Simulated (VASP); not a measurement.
Crystal: HfN (zincblende type).

```
CELL_PARAMETERS angstrom
0.00000 2.39402 2.39402
2.39402 0.00000 2.39402
2.39402 2.39402 0.00000
ATOMIC_POSITIONS crystal
Hf 0.00000 0.00000 0.00000
N 0.25000 0.25000 0.25000
```

```yaml
Program: VASP 6.6.1
Task: relaxation of cell and atoms
Functional: PBE
Potentials_or_basis: VASP PAW PBE potentials, release 64 (Hf_pv, N)
Cutoff: 600 eV
k_mesh: 14 × 14 × 14
Occupations: fermi-dirac, width 0.08 eV
Spin: no spin polarisation
```

At the start: pressure 16.7 GPa; volume 13.72 Å³/atom.

Q: How do energy, volume and symmetry change on relaxing?

A: Over 16 steps the energy falls by 51.0 meV/atom and the volume is 14.76 Å³/atom (+7.6 %); space group F-43m (No. 216, to 0.05 Å).

The path:
```csv
step,energy change (eV),largest force (eV/Å),pressure (GPa),volume (Å³)
1,0.0000,0.0000,16.69,27.44
2,0.1613,0.0000,-18.97,33.52
3,-0.1018,0.0000,-0.51,29.61
4,-0.1019,0.0000,-0.06,29.54
5,-0.1019,0.0000,0.23,29.50
6,-0.1019,0.0000,0.23,29.50
7,-0.1019,0.0000,0.24,29.50
8,-0.1019,0.0000,0.20,29.50
9,-0.1019,0.0000,0.19,29.50
10,-0.1019,0.0000,0.19,29.50
11,-0.1019,0.0000,0.19,29.50
12,-0.1019,0.0000,0.19,29.50
13,-0.1019,0.0000,0.19,29.50
14,-0.1019,0.0000,0.19,29.51
15,-0.1019,0.0000,0.14,29.51
16,-0.1019,0.0000,0.05,29.52
```

Final structure:
```xyz
2
Lattice="0.0000 2.4531 2.4531 2.4531 0.0000 2.4531 2.4531 2.4531 0.0000" Properties=species:S:1:pos:R:3 pbc="T T T"
Hf    2.4531    2.4531    4.9062
N     1.2265    1.2265    1.2265
```
